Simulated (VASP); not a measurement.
# ScAl3 (Pm-3m) in VASP: notebook

Runs on ScAl3. Level: r2SCAN. Tasks: single point.

Program: VASP 6.6.1. These are calculated values, not measurements. Logs are shortened: lines on timing, memory, paths and dates and some standing lists are left out, and cuts for length are marked.

## Step 1: The cell of the first run

The structure is cubic, space group Pm-3m (No. 221). The conventional cell has a = 4.086 Å, b = 4.086 Å, c = 4.086 Å, α = 90.00°, β = 90.00°, γ = 90.00°. Within 3.8 Å of Sc (site symmetry m-3m) lie 12 Al at 2.89 Å. Within 3.8 Å of Al (site symmetry 4/mmm) lie 4 Sc at 2.89 Å and 8 Al at 2.89 Å.

## Step 2: Single point, r2SCAN

File POSCAR:

```
ScAl3
1.0
    4.0855365684      0.0000000000      0.0000000000
    0.0000000000      4.0855365684      0.0000000000
    0.0000000000      0.0000000000      4.0855365684
Sc Al
1 3
Direct
    0.0000000000      0.0000000000      0.0000000000
    0.0000000000      0.5000000000      0.5000000000
    0.5000000000      0.5000000000      0.0000000000
    0.5000000000      0.0000000000      0.5000000000
```

File INCAR.step1:

```
PREC = Accurate ; ENCUT = 520
ISMEAR = 0 ; SIGMA = 0.1
LREAL = False ; LASPH = True
NELM = 60 ; NBANDS = 18
GGA = PE ; ALGO = Normal
EDIFF = 1E-4 ; LWAVE = True
LCHARG = False
```

File INCAR.step2:

```
PREC = Accurate ; ENCUT = 520
EDIFF = 1E-6 ; ISMEAR = 0
SIGMA = 0.1 ; LREAL = False
LASPH = True ; NELM = 60
ALGO = Normal ; ISIF = 2
LWAVE = False ; LCHARG = False
METAGGA = R2SCAN ; LMIXTAU = True
NBANDS = 18 ; ISTART = 1
```

File KPOINTS:

```
regular mesh
0
Gamma
  9 9 9
```

Potentials or basis: VASP PAW PBE potentials, release 64 (Sc_sv, Al).

Run with:

```
cat potpaw_PBE.64/Sc_sv/POTCAR potpaw_PBE.64/Al/POTCAR > POTCAR
cp INCAR.step1 INCAR
mpirun -np 1 vasp_std > vasp.out
cp INCAR.step2 INCAR
mpirun -np 1 vasp_std > vasp.out
```

OUTCAR:

```text
PREC = Accurate
   ENCUT = 520
   EDIFF = 1E-6
   ISMEAR = 0
   LREAL = False
   LASPH = True
   NELM = 60
   ISIF = 2
   METAGGA = R2SCAN
   ISTART = 1

 ion  position               nearest neighbor table
   1  0.000  0.000  0.000-   2 2.89   3 2.89   4 2.89   2 2.89   4 2.89   2 2.89   3 2.89   2 2.89
                             3 2.89   4 2.89   4 2.89   3 2.89
   2  0.000  0.500  0.500-   1 2.89   3 2.89   4 2.89   1 2.89   3 2.89   1 2.89   4 2.89   1 2.89
                             3 2.89   4 2.89   3 2.89   4 2.89
   3  0.500  0.500  0.000-   1 2.89   2 2.89   4 2.89   2 2.89   4 2.89   1 2.89   4 2.89   4 2.89
                             1 2.89   2 2.89   2 2.89   1 2.89
   4  0.500  0.000  0.500-   1 2.89   2 2.89   3 2.89   1 2.89   3 2.89   2 2.89   3 2.89   3 2.89
                             1 2.89   2 2.89   1 2.89   2 2.89

  LATTYP: Found a simple cubic cell.
 ALAT       =     4.0855365684

  Lattice vectors:

 A1 = (   4.0855365684,   0.0000000000,   0.0000000000)
 A2 = (   0.0000000000,   4.0855365684,   0.0000000000)
 A3 = (   0.0000000000,   0.0000000000,   4.0855365684)

Analysis of symmetry for initial positions (statically):
=====================================================================
 Subroutine PRICEL returns:
 Original cell was already a primitive cell.

 Routine SETGRP: Setting up the symmetry group for a
 simple cubic supercell.

 Subroutine GETGRP returns: Found 48 space group operations
 (whereof 48 operations were pure point group operations)
 out of a pool of 48 trial point group operations.

The static configuration has the point symmetry O_h .

Analysis of symmetry for dynamics (positions and initial velocities):
=====================================================================
 Subroutine PRICEL returns:
 Original cell was already a primitive cell.

 Routine SETGRP: Setting up the symmetry group for a
 simple cubic supercell.

 Subroutine GETGRP returns: Found 48 space group operations
 (whereof 48 operations were pure point group operations)
 out of a pool of 48 trial point group operations.

The dynamic configuration has the point symmetry O_h .

 Subroutine INISYM returns: Found 48 space group operations
 (whereof 48 operations are pure point group operations),
 and found     1 'primitive' translations

----------------------------------------------------------------------------------------

                                     Primitive cell

  volume of cell :      68.1942

  direct lattice vectors                    reciprocal lattice vectors
     4.085536568  0.000000000  0.000000000     0.244765891  0.000000000  0.000000000
     0.000000000  4.085536568  0.000000000     0.000000000  0.244765891  0.000000000
     0.000000000  0.000000000  4.085536568     0.000000000  0.000000000  0.244765891

  length of vectors
     4.085536568  4.085536568  4.085536568     0.244765891  0.244765891  0.244765891

  position of ions in fractional coordinates (direct lattice)
     0.000000000  0.000000000  0.000000000
     0.000000000  0.500000000  0.500000000
     0.500000000  0.500000000  0.000000000
     0.500000000  0.000000000  0.500000000

  ion indices of the primitive-cell ions
   primitive index   ion index
                 1           1
                 2           2
                 3           3
                 4           4

----------------------------------------------------------------------------------------

 KPOINTS: regular mesh

Automatic generation of k-mesh.
 Grid dimensions read from file:
 generate k-points for:    9    9    9

 Generating k-lattice:

  Cartesian coordinates                     Fractional coordinates (reciprocal lattice)
     0.027196210  0.000000000  0.000000000     0.111111111  0.000000000  0.000000000
     0.000000000  0.027196210  0.000000000     0.000000000  0.111111111  0.000000000
     0.000000000  0.000000000  0.027196210     0.000000000  0.000000000  0.111111111

  Length of vectors
     0.027196210  0.027196210  0.027196210

  Shift w.r.t. Gamma in fractional coordinates (k-lattice)
     0.000000000  0.000000000  0.000000000

 Subroutine IBZKPT returns following result:
 ===========================================

 Found     35 irreducible k-points:

 Following reciprocal coordinates:
            Coordinates               Weight
  0.000000  0.000000  0.000000      1.000000
  0.111111  0.000000  0.000000      6.000000
  0.222222  0.000000  0.000000      6.000000
  0.333333  0.000000  0.000000      6.000000
  0.444444  0.000000  0.000000      6.000000
  0.111111  0.111111  0.000000     12.000000
[... 16 lines left out ...]
  0.333333  0.333333  0.111111     24.000000
  0.444444  0.333333  0.111111     48.000000
 [... further k-points ...]
   k-points           NKPTS =     35   k-points in BZ     NKDIM =     35   number of bands    NBANDS=     18
   number of dos      NEDOS =    301   number of ions     NIONS =      4
   total plane-waves  NPLWV =  27000
   dimension x,y,z NGX =    30 NGY =   30 NGZ =   30
   dimension x,y,z NGXF=    60 NGYF=   60 NGZF=   60
   ions per type =               1   3
   NGX,Y,Z   is equivalent  to a cutoff of  12.21, 12.21, 12.21 a.u.
   NGXF,Y,Z  is equivalent  to a cutoff of  24.41, 24.41, 24.41 a.u.
 SYSTEM =  unknown system
   PREC   = accura    normal or accurate (medium, high low for compatibility)
   ISTART =      1    job   : 0-new  1-cont  2-samecut
   ICHARG =      0    charge: 1-file 2-atom 10-const
   ISPIN  =      1    spin polarized calculation?
   LNONCOLLINEAR =      F non collinear calculations
   LSORBIT =      F    spin-orbit coupling
   LASPH  =      T    aspherical Exc in radial PAW
   ENCUT  =  520.0 eV  38.22 Ry    6.18 a.u.   7.60  7.60  7.60*2*pi/ulx,y,z
   NELM   =     60;   NELMIN=  2; NELMDL=  0     # of ELM steps
   EDIFF  = 0.1E-05   stopping-criterion for ELM
   LREAL  =      F    real-space projection
   EDIFFG = 0.1E-04   stopping-criterion for IOM
   NSW    =      0    number of steps for IOM
   IBRION =     -1    ionic relax: 0-MD 1-quasi-New 2-CG
   NFREE  =      0    steps in history (QN), initial steepest desc. (CG)
   ISIF   =      2    stress and relaxation
   ISYM   =      2    0-nonsym 1-usesym 2-fastsym
   POTIM  = 0.5000    time-step for ionic-motion
   TEBEG  =    0.0;   TEEND  =   0.0 temperature during run
   PSTRESS=    0.0 pullay stress
   NELECT =      20.0000    total number of electrons
   NUPDOWN=      -1.0000    fix difference up-down
   EMIN   =  10.00;   EMAX   =-10.00  energy-range for DOS
   EFERMI =   0.00;   METHOD = LEGACY
   ISMEAR =     0;   SIGMA  =   0.10  broadening in eV -4-tet -1-fermi 0-gaus
   EFERMI_NEDOS =   21; number of points for ismear=-14 and -15
   IALGO  =     38    algorithm
   IMIX   =      4    mixing-type and parameters
     AMIX     =   0.40;   BMIX     =  1.00
     AMIX_MAG =   1.60;   BMIX_MAG =  1.00
  volume/ion in A,a.u.               =      17.05       115.05
  Fermi-wavevector in a.u.,A,eV,Ry     =   1.087683  2.055423 16.096435  1.183055
  Thomas-Fermi vector in A             =   2.223848
   LORBIT       =      0    0 simple, 1 ext, 2 COOP (PROOUT), +10 PAW based schemes
   METAGGA = R2SCAN    functional components
   LHFCALC =     F    Hartree Fock is set to
   AEXX    =    0.0000 exact exchange contribution
   IVDW    =     0    specifies the selected vdW correction
   LEPSILON=     F    determine dielectric tensor
   LRPA    =     F    only Hartree local field effects (RPA)
 non-spin polarized calculation
 Gauss-broadening in eV      SIGMA  =   0.10
  energy-cutoff  :      520.00
  volume of cell :       68.19
 maximum number of plane-waves:      1853
   NGX = 15   NGY = 15   NGZ = 15

 number of electron      19.9999996 magnetization

 Free energy of the ion-electron system (eV)
  ---------------------------------------------------
  ext. energy  EPLUGINS =         0.00000000
  ---------------------------------------------------
  free energy    TOTEN  =       -33.50522275 eV

  energy without entropy =      -33.49416823  energy(sigma->0) =      -33.49969549

 E-fermi :   7.3410     XC(G=0): -11.1306

 val. band max:        7.3385070303   @ k =   0.2222   0.1111   0.1111
 cond. band min:       7.3542813969   @ k =   0.2222   0.1111   0.0000
 fundamental gap:      0.0157743666
 Fermi energy:         7.3410113054

 k-point     1 :       0.0000    0.0000    0.0000
  band No.  band energies     occupation
      1     -43.7529      2.00000
      2     -21.4922      2.00000
      3     -21.4922      2.00000
      4     -21.4921      2.00000
      5      -3.3289      2.00000
      6       4.6053      2.00000
[... 10 lines left out ...]
     17      12.9412      0.00000
     18      12.9412      0.00000

 k-point     2 :       0.1111    0.0000    0.0000
  band No.  band energies     occupation
      1     -43.7528      2.00000
      2     -21.4963      2.00000
      3     -21.4918      2.00000
      4     -21.4918      2.00000
      5      -3.2082      2.00000
      6       3.5871      2.00000
[... 10 lines left out ...]
     17      13.0240      0.00000
     18      13.0240      0.00000

 k-point     3 :       0.2222    0.0000    0.0000
  band No.  band energies     occupation
      1     -43.7523      2.00000
      2     -21.5069      2.00000
      3     -21.4910      2.00000
      4     -21.4910      2.00000
      5      -2.8508      2.00000
      6       2.2053      2.00000
[... 10 lines left out ...]
     17      12.7533      0.00000
     18      13.2851      0.00000

 k-point     4 :       0.3333    0.0000    0.0000
  band No.  band energies     occupation
      1     -43.7518      2.00000
      2     -21.5189      2.00000
      3     -21.4900      2.00000
      4     -21.4900      2.00000
      5      -2.2739      2.00000
      6       0.8905      2.00000
[... 375 lines left out ...]
      4     -21.4921      2.00000
      5      -1.0452      2.00000
      6       0.3522      2.00000
[... 10 lines left out ...]
     17      12.4736      0.00000
     18      13.4268      0.00000

 k-point    23 :       0.3333    0.3333    0.1111
  band No.  band energies     occupation
      1     -43.7507      2.00000
      2     -21.5155      2.00000
      3     -21.5146      2.00000
      4     -21.4917      2.00000
      5      -1.1923      2.00000
      6       1.8207      2.00000
[... 10 lines left out ...]
     17      11.9479      0.00000
     18      14.0832      0.00000

 k-point    24 :       0.4444    0.3333    0.1111
  band No.  band energies     occupation
      1     -43.7504      2.00000
      2     -21.5224      2.00000
      3     -21.5140      2.00000
      4     -21.4911      2.00000
      5      -0.5614      2.00000
      6       0.8742      2.00000
[... 10 lines left out ...]
     17      12.4116      0.00000
     18      13.5329      0.00000

 [... further k-points ...]
[... 5 lines left out ...]
  --------------------------------------------------------------------------------------
  -------------------------------------------------------------------------------------
  Total        0.0219289      0.0219289      0.0219289      0.0000000     -0.0000000      0.0000000
  in kB        0.5152042      0.5152042      0.5152042      0.0000000     -0.0000000      0.0000000
  external PRESSURE =       0.5152042 kB  Pullay stress =       0.0000000 kB

 VOLUME and BASIS-vectors are now :
 -----------------------------------------------------------------------------
  energy-cutoff  :      520.00
  volume of cell :       68.19
      direct lattice vectors                 reciprocal lattice vectors
     4.085536568  0.000000000  0.000000000     0.244765891  0.000000000  0.000000000
     0.000000000  4.085536568  0.000000000     0.000000000  0.244765891  0.000000000
     0.000000000  0.000000000  4.085536568     0.000000000  0.000000000  0.244765891

 POSITION                                       TOTAL-FORCE (eV/Angst)
 -----------------------------------------------------------------------------------
      0.00000      0.00000      0.00000         0.000000      0.000000      0.000000
      0.00000      2.04277      2.04277         0.000000      0.000000      0.000000
      2.04277      2.04277      0.00000         0.000000      0.000000      0.000000
      2.04277      0.00000      2.04277         0.000000      0.000000      0.000000
 -----------------------------------------------------------------------------------
    total drift:                               -0.000000     -0.000000      0.000000

  FREE ENERGIE OF THE ION-ELECTRON SYSTEM (eV)
  ---------------------------------------------------
  free  energy   TOTEN  =       -33.5052227525 eV

  energy  without entropy=      -33.4941682253  energy(sigma->0) =      -33.49969549
```

It took 78 s on 1 thread of AMD EPYC 9R45 (Zen 5), shared host; peak memory 0.16 GiB.

Results:

| Property | Result |
| --- | --- |
| Free energy | -33.5052 eV |
| Pressure | 0.1 GPa |
| Band gap on the k mesh | zero (band 10 reaches 8.31 eV, above the bottom of band 11 at 4.25 eV) |

Caveat: the PAW data sets were made with another functional, which shifts forces and pressure a little.

## Step 3: Single point, r2SCAN

Changes to POSCAR since step 2:

```diff
@@ -9,4 +9,4 @@
     0.0000000000      0.0000000000      0.0000000000
+    0.5000000000      0.0000000000      0.5000000000
     0.0000000000      0.5000000000      0.5000000000
     0.5000000000      0.5000000000      0.0000000000
-    0.5000000000      0.0000000000      0.5000000000
```

File INCAR.step1:

```
PREC = Accurate
ENCUT = 520
ISMEAR = 0
SIGMA = 0.1
LREAL = F
LASPH = T
NELM = 60
NBANDS = 18
GGA = PE
ALGO = Normal
EDIFF = 1E-4
LWAVE = T
LCHARG = F
```

File INCAR.step2:

```
PREC = Accurate
ENCUT = 520
EDIFF = 1E-6
ISMEAR = 0
SIGMA = 0.1
LREAL = F
LASPH = T
NELM = 60
ALGO = Normal
ISIF = 2
LWAVE = F
LCHARG = F
METAGGA = R2SCAN
LMIXTAU = T
NBANDS = 18
ISTART = 1
```

File KPOINTS:

```
Automatic mesh
0
Gamma
  10 10 10
```

Potentials or basis: VASP PAW PBE potentials, release 64 (Sc_sv, Al).

Run with:

```
cat potpaw_PBE.64/Sc_sv/POTCAR potpaw_PBE.64/Al/POTCAR > POTCAR
cp INCAR.step1 INCAR
mpirun -np 1 vasp_std > vasp.out
cp INCAR.step2 INCAR
mpirun -np 1 vasp_std > vasp.out
```

Wall time 2 min (1 thread of AMD EPYC 9R45 (Zen 5), shared host); peak memory 0.18 GiB.

The run converged. Its results:

```yaml
Free_energy: -33.5114 eV
Pressure: 0.0 GPa
Band_gap_on_the_k_mesh: zero (band 10 reaches 8.30 eV, above the bottom of band 11 at 4.05 eV)
```

Levels at points of the mesh, in eV from the Fermi level:
| k point | band 8 | band 9 | band 10 | band 11 | band 12 | band 13 |
| --- | --- | --- | --- | --- | --- | --- |
| (0.00, 0.00, 0.00) | -2.03 | -2.03 | -2.03 | 1.30 | 1.40 | 1.40 |
| (0.50, 0.00, 0.00) | -1.87 | -1.60 | 0.97 | 0.97 | 1.18 | 1.33 |
| (0.50, 0.50, 0.00) | -4.71 | -0.58 | -0.58 | 1.18 | 1.51 | 2.31 |
| (0.50, 0.50, 0.50) | -4.84 | -3.29 | -3.29 | -3.29 | 1.05 | 2.89 |

Caveat: the PAW data sets were made with another functional, which shifts forces and pressure a little.

## Step 4: Single point, r2SCAN

File POSCAR:

```
ScAl3
1.0
    4.0855365706      0.0000000000      0.0000000000
    0.0000000000      4.0855365706      0.0000000000
    0.0000000000      0.0000000000      4.0855365706
Sc Al
1 3
Direct
    0.0000000000      0.0000000000      0.0000000000
    0.5000000000      0.0000000000      0.5000000000
    0.0000000000      0.5000000000      0.5000000000
    0.5000000000      0.5000000000      0.0000000000
```

INCAR.step1 is that of step 3.

INCAR.step2 is that of step 3.

KPOINTS is that of step 3.

Run with:

```
cat potpaw_PBE.64/Sc_sv/POTCAR potpaw_PBE.64/Al/POTCAR > POTCAR
cp INCAR.step1 INCAR
mpirun -np 1 vasp_std > vasp.out
cp INCAR.step2 INCAR
mpirun -np 1 vasp_std > vasp.out
```

Wall time 2.4 min (1 thread of Intel Xeon Platinum 8488C (Sapphire Rapids), shared host); peak memory 0.21 GiB.

It converged, with:

- Free energy: -33.5114 eV
- Pressure: 0.0 GPa
- Band gap on the k mesh: zero (band 10 reaches 8.30 eV, above the bottom of band 11 at 4.05 eV)

Levels at points of the mesh, in eV from the Fermi level:
```csv
k point,band 8,band 9,band 10,band 11,band 12,band 13
"(0.00, 0.00, 0.00)",-2.03,-2.03,-2.03,1.30,1.40,1.40
"(0.50, 0.00, 0.00)",-1.87,-1.60,0.97,0.97,1.18,1.33
"(0.50, 0.50, 0.00)",-4.71,-0.58,-0.58,1.18,1.51,2.31
"(0.50, 0.50, 0.50)",-4.84,-3.29,-3.29,-3.29,1.05,2.89
```

Caveat: the PAW data sets were made with another functional, which shifts forces and pressure a little.
